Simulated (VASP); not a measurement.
# Ti in VASP: a series of runs

Runs on Ti. Level: r2SCAN. Tasks: single point.

Program: VASP 6.6.1. These are calculated values, not measurements. Logs are shortened: lines on timing, memory, paths and dates and some standing lists are left out, and cuts for length are marked.

## 1. The cell of the first run

It takes space group Fm-3m (No. 225, cubic). Conventional cell: a = 4.110 Å, b = 4.110 Å, c = 4.110 Å, α = 90.00°, β = 90.00°, γ = 90.00°. Ti (site symmetry m-3m) has 12 Ti at 2.91 Å within 3.8 Å.

This isn't the form of Ti at room conditions, which is hcp.

## 2. Single point, r2SCAN

File POSCAR:

```
Ti
1.0
    0.0000000000      2.0551516152      2.0551516152
    2.0551516152      0.0000000000      2.0551516152
    2.0551516152      2.0551516152      0.0000000000
Ti
1
Direct
    0.0000000000      0.0000000000      0.0000000000
```

File INCAR.step1:

```
SYSTEM = Ti
ALGO     = Normal         ! electronic algorithm
EDIFF    = 1E-4           ! SCF threshold, eV
ENCUT    = 520            ! plane-wave cutoff, eV
GGA      = PE             ! functional
ISMEAR   = 0              ! smearing method
LASPH    = .TRUE.         ! aspherical terms in the spheres
LCHARG   = .FALSE.        ! write CHGCAR
LREAL    = .FALSE.        ! projectors in reciprocal space
LWAVE    = .TRUE.         ! write WAVECAR
NBANDS   = 12             ! bands
NELM     = 80             ! most SCF steps
PREC     = Accurate       ! precision mode
SIGMA    = 0.1            ! smearing width, eV
```

File INCAR.step2:

```
SYSTEM = Ti
ALGO     = Normal         ! electronic algorithm
EDIFF    = 1E-6           ! SCF threshold, eV
ENCUT    = 520            ! plane-wave cutoff, eV
ISIF     = 2              ! what is computed and relaxed
ISMEAR   = 0              ! smearing method
ISTART   = 1            
LASPH    = .TRUE.         ! aspherical terms in the spheres
LCHARG   = .TRUE.         ! write CHGCAR
LELF     = .TRUE.         ! ELF
LMIXTAU  = .TRUE.       
LREAL    = .FALSE.        ! projectors in reciprocal space
LVHAR    = .TRUE.       
LWAVE    = .FALSE.        ! write WAVECAR
METAGGA  = R2SCAN         ! meta-GGA
NBANDS   = 12             ! bands
NELM     = 80             ! most SCF steps
PREC     = Accurate       ! precision mode
SIGMA    = 0.1            ! smearing width, eV
```

File KPOINTS:

```
k-points
0
G
  18 18 18
  0 0 0
```

Potentials or basis: VASP PAW PBE potentials, release 64 (Ti_sv).

The run is started by

```console
$ cat potpaw_PBE.64/Ti_sv/POTCAR > POTCAR
$ cp INCAR.step1 INCAR
$ mpirun -np 1 vasp_std > vasp.out
$ cp INCAR.step2 INCAR
$ mpirun -np 1 vasp_std > vasp.out
```

OUTCAR:

```text
SYSTEM = Ti
   EDIFF = 1E-6
   ENCUT = 520
   ISIF = 2
   ISMEAR = 0
   ISTART = 1
   LASPH = .TRUE.
   LREAL = .FALSE.
   METAGGA = R2SCAN
   NELM = 80
   PREC = Accurate

 ion  position               nearest neighbor table
   1  0.000  0.000  0.000-

  LATTYP: Found a face centered cubic cell.
 ALAT       =     4.1103032304

  Lattice vectors:

 A1 = (   0.0000000000,   2.0551516152,   2.0551516152)
 A2 = (   2.0551516152,   0.0000000000,   2.0551516152)
 A3 = (   2.0551516152,   2.0551516152,   0.0000000000)

Analysis of symmetry for initial positions (statically):
=====================================================================
 Subroutine PRICEL returns:
 Original cell was already a primitive cell.

 Routine SETGRP: Setting up the symmetry group for a
 face centered cubic supercell.

 Subroutine GETGRP returns: Found 48 space group operations
 (whereof 48 operations were pure point group operations)
 out of a pool of 48 trial point group operations.

The static configuration has the point symmetry O_h .

Analysis of symmetry for dynamics (positions and initial velocities):
=====================================================================
 Subroutine PRICEL returns:
 Original cell was already a primitive cell.

 Routine SETGRP: Setting up the symmetry group for a
 face centered cubic supercell.

 Subroutine GETGRP returns: Found 48 space group operations
 (whereof 48 operations were pure point group operations)
 out of a pool of 48 trial point group operations.

The dynamic configuration has the point symmetry O_h .

 Subroutine INISYM returns: Found 48 space group operations
 (whereof 48 operations are pure point group operations),
 and found     1 'primitive' translations

----------------------------------------------------------------------------------------

                                     Primitive cell

  volume of cell :      17.3605

  direct lattice vectors                    reciprocal lattice vectors
     0.000000000  2.055151615  2.055151615    -0.243291053  0.243291053  0.243291053
     2.055151615  0.000000000  2.055151615     0.243291053 -0.243291053  0.243291053
     2.055151615  2.055151615  0.000000000     0.243291053  0.243291053 -0.243291053

  length of vectors
     2.906423287  2.906423287  2.906423287     0.421392464  0.421392464  0.421392464

  position of ions in fractional coordinates (direct lattice)
     0.000000000  0.000000000  0.000000000

  ion indices of the primitive-cell ions
   primitive index   ion index
                 1           1

----------------------------------------------------------------------------------------

 KPOINTS: k-points

Automatic generation of k-mesh.
 Grid dimensions read from file:
 generate k-points for:   18   18   18

 Generating k-lattice:

  Cartesian coordinates                     Fractional coordinates (reciprocal lattice)
    -0.013516170  0.013516170  0.013516170     0.055555556  0.000000000  0.000000000
     0.013516170 -0.013516170  0.013516170     0.000000000  0.055555556  0.000000000
     0.013516170  0.013516170 -0.013516170     0.000000000  0.000000000  0.055555556

  Length of vectors
     0.023410692  0.023410692  0.023410692

  Shift w.r.t. Gamma in fractional coordinates (k-lattice)
     0.000000000  0.000000000  0.000000000

 Subroutine IBZKPT returns following result:
 ===========================================

 Found    195 irreducible k-points:

 Following reciprocal coordinates:
            Coordinates               Weight
  0.000000  0.000000  0.000000      1.000000
  0.055556  0.000000  0.000000      8.000000
  0.111111  0.000000  0.000000      8.000000
  0.166667  0.000000  0.000000      8.000000
  0.222222  0.000000  0.000000      8.000000
  0.277778  0.000000  0.000000      8.000000
[... 16 lines left out ...]
 -0.277778  0.055556  0.000000     24.000000
 -0.222222  0.055556  0.000000     24.000000
 [... further k-points ...]
   k-points           NKPTS =    195   k-points in BZ     NKDIM =    195   number of bands    NBANDS=     12
   number of dos      NEDOS =    301   number of ions     NIONS =      1
   total plane-waves  NPLWV =  13824
   dimension x,y,z NGX =    24 NGY =   24 NGZ =   24
   dimension x,y,z NGXF=    48 NGYF=   48 NGZF=   48
   ions per type =               1
   NGX,Y,Z   is equivalent  to a cutoff of  13.73, 13.73, 13.73 a.u.
   NGXF,Y,Z  is equivalent  to a cutoff of  27.46, 27.46, 27.46 a.u.
 SYSTEM =  Ti
   PREC   = accura    normal or accurate (medium, high low for compatibility)
   ISTART =      1    job   : 0-new  1-cont  2-samecut
   ICHARG =      0    charge: 1-file 2-atom 10-const
   ISPIN  =      1    spin polarized calculation?
   LNONCOLLINEAR =      F non collinear calculations
   LSORBIT =      F    spin-orbit coupling
   LASPH  =      T    aspherical Exc in radial PAW
   ENCUT  =  520.0 eV  38.22 Ry    6.18 a.u.   5.40  5.40  5.40*2*pi/ulx,y,z
   NELM   =     80;   NELMIN=  2; NELMDL=  0     # of ELM steps
   EDIFF  = 0.1E-05   stopping-criterion for ELM
   LREAL  =      F    real-space projection
   EDIFFG = 0.1E-04   stopping-criterion for IOM
   NSW    =      0    number of steps for IOM
   IBRION =     -1    ionic relax: 0-MD 1-quasi-New 2-CG
   NFREE  =      0    steps in history (QN), initial steepest desc. (CG)
   ISIF   =      2    stress and relaxation
   ISYM   =      2    0-nonsym 1-usesym 2-fastsym
   POTIM  = 0.5000    time-step for ionic-motion
   TEBEG  =    0.0;   TEEND  =   0.0 temperature during run
   PSTRESS=    0.0 pullay stress
   NELECT =      12.0000    total number of electrons
   NUPDOWN=      -1.0000    fix difference up-down
   EMIN   =  10.00;   EMAX   =-10.00  energy-range for DOS
   EFERMI =   0.00;   METHOD = LEGACY
   ISMEAR =     0;   SIGMA  =   0.10  broadening in eV -4-tet -1-fermi 0-gaus
   EFERMI_NEDOS =   21; number of points for ismear=-14 and -15
   IALGO  =     38    algorithm
   IMIX   =      4    mixing-type and parameters
     AMIX     =   0.40;   BMIX     =  1.00
     AMIX_MAG =   1.60;   BMIX_MAG =  1.00
  volume/ion in A,a.u.               =      17.36       117.15
  Fermi-wavevector in a.u.,A,eV,Ry     =   1.447487  2.735354 28.507185  2.095219
  Thomas-Fermi vector in A             =   2.565436
   LORBIT       =      0    0 simple, 1 ext, 2 COOP (PROOUT), +10 PAW based schemes
   METAGGA = R2SCAN    functional components
   LHFCALC =     F    Hartree Fock is set to
   AEXX    =    0.0000 exact exchange contribution
   IVDW    =     0    specifies the selected vdW correction
   LEPSILON=     F    determine dielectric tensor
   LRPA    =     F    only Hartree local field effects (RPA)
 non-spin polarized calculation
 Gauss-broadening in eV      SIGMA  =   0.10
  energy-cutoff  :      520.00
  volume of cell :       17.36
 maximum number of plane-waves:       489
 NGX is ok and might be reduce to    24
   NGX = 11   NGY = 11   NGZ = 11

 number of electron      12.0000002 magnetization

 Free energy of the ion-electron system (eV)
  ---------------------------------------------------
  ext. energy  EPLUGINS =         0.00000000
  ---------------------------------------------------
  free energy    TOTEN  =       -12.88360131 eV

  energy without entropy =      -12.87622033  energy(sigma->0) =      -12.87991082

 E-fermi :   8.2330     XC(G=0): -12.4150

 val. band max:        8.2249642739   @ k =  -0.3889   0.3889   0.1667
 cond. band min:       8.2442425191   @ k =   0.2778   0.0556   0.0000
 fundamental gap:      0.0192782452
 Fermi energy:         8.2330120795

 k-point     1 :       0.0000    0.0000    0.0000
  band No.  band energies     occupation
      1     -50.8125      2.00000
      2     -25.6150      2.00000
      3     -25.6149      2.00000
      4     -25.6149      2.00000
      5       1.7645      2.00000
      6       9.2348      0.00000
      7       9.2348      0.00000
      8       9.2348      0.00000
      9      11.0413      0.00000
     10      11.0413      0.00000
     11      24.0216      0.00000
     12      28.9127      0.00000

 k-point     2 :       0.0556    0.0000    0.0000
  band No.  band energies     occupation
      1     -50.8087      2.00000
      2     -25.6368      2.00000
      3     -25.6177      2.00000
      4     -25.6176      2.00000
      5       1.8684      2.00000
      6       9.1663      0.00000
      7       9.2725      0.00000
      8       9.2725      0.00000
      9      11.0158      0.00000
     10      11.0158      0.00000
     11      24.1065      0.00000
     12      28.0224      0.00000

 k-point     3 :       0.1111    0.0000    0.0000
  band No.  band energies     occupation
      1     -50.7977      2.00000
      2     -25.6994      2.00000
      3     -25.6254      2.00000
      4     -25.6254      2.00000
      5       2.1737      2.00000
      6       8.9788      0.00000
      7       9.3717      0.00000
      8       9.3717      0.00000
      9      10.9570      0.00000
     10      10.9570      0.00000
     11      24.2522      0.00000
     12      26.4569      0.00000
[... 286 lines left out ...]
 k-point    23 :      -0.2778    0.0556    0.0000
  band No.  band energies     occupation
      1     -50.7278      2.00000
      2     -26.0689      2.00000
      3     -25.6953      2.00000
      4     -25.6653      2.00000
      5       4.2967      2.00000
      6       8.1590      1.70501
      7       9.3990      0.00000
      8       9.5203      0.00000
      9      11.0577      0.00000
     10      11.5648      0.00000
     11      20.4379      0.00000
     12      24.3982      0.00000

 k-point    24 :      -0.2222    0.0556    0.0000
  band No.  band energies     occupation
      1     -50.7497      2.00000
      2     -25.9524      2.00000
      3     -25.6794      2.00000
      4     -25.6496      2.00000
      5       3.5948      2.00000
      6       8.3259      0.18879
      7       9.4951      0.00000
      8       9.6024      0.00000
      9      10.7990      0.00000
     10      11.2957      0.00000
     11      22.0065      0.00000
     12      24.7792      0.00000

 [... further k-points ...]
[... 5 lines left out ...]
  --------------------------------------------------------------------------------------
  -------------------------------------------------------------------------------------
  Total        0.0448319      0.0448319      0.0448319      0.0000000      0.0000000      0.0000000
  in kB        4.1374866      4.1374866      4.1374866      0.0000000      0.0000000      0.0000000
  external PRESSURE =       4.1374866 kB  Pullay stress =       0.0000000 kB

 VOLUME and BASIS-vectors are now :
 -----------------------------------------------------------------------------
  energy-cutoff  :      520.00
  volume of cell :       17.36
      direct lattice vectors                 reciprocal lattice vectors
     0.000000000  2.055151615  2.055151615    -0.243291053  0.243291053  0.243291053
     2.055151615  0.000000000  2.055151615     0.243291053 -0.243291053  0.243291053
     2.055151615  2.055151615  0.000000000     0.243291053  0.243291053 -0.243291053

 POSITION                                       TOTAL-FORCE (eV/Angst)
 -----------------------------------------------------------------------------------
      0.00000      0.00000      0.00000         0.000000     -0.000000     -0.000000
 -----------------------------------------------------------------------------------
    total drift:                               -0.000000     -0.000000     -0.000000

  FREE ENERGIE OF THE ION-ELECTRON SYSTEM (eV)
  ---------------------------------------------------
  free  energy   TOTEN  =       -12.8836013068 eV

  energy  without entropy=      -12.8762203273  energy(sigma->0) =      -12.87991082
```

It took 2.9 min on 1 thread of AMD EPYC 7R43 (Zen 3), shared host; peak memory 0.13 GiB.

What came out:

```
Free energy            : -12.8836 eV
Pressure               : 0.4 GPa
Band gap on the k mesh : zero (bands 6 and 7 overlap by 1.43 eV)
```

Caveat: the PAW data sets were made with another functional, which shifts forces and pressure a little.

(Continued in part 2 of 2.)
